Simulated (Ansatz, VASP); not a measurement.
**Rh: VASP beside Ansatz**

```
Rh
1.0
     0.00000    1.85911    1.85911
     1.85911    0.00000    1.85911
     1.85911    1.85911    0.00000
Rh
1
Direct
  0.00000 0.00000 0.00000
```

Change from the starting cell: volume scaled by 0.94.

Alike in both runs: task single point; functional LDA; k mesh 12 × 12 × 12; occupations fermi-dirac, width 0.05 eV; no spin polarisation.

```csv
,VASP,Ansatz
version,VASP 6.6.1,Ansatz 0.2.0
potentials or method,"VASP PAW LDA potentials, release 64 (Rh_pv), cutoff 520 eV","all-electron LAPW, scalar-relativistic"
```

Ansatz gave:

| Quantity | Value |
| --- | --- |
| gap on the k mesh at the Fermi level (eV) | none |
| pressure (GPa) | 9.6 |

Which values does VASP return?

gap on the k mesh at the Fermi level (eV): none; pressure (GPa): 10.6.

LDA's correlation is that of Perdew and Zunger in VASP and of Perdew and Wang (1992) in Ansatz. A gap of «none» marks a metal or a gap that the smearing closes. Ansatz ran all-electron here, and VASP with PAW potentials.
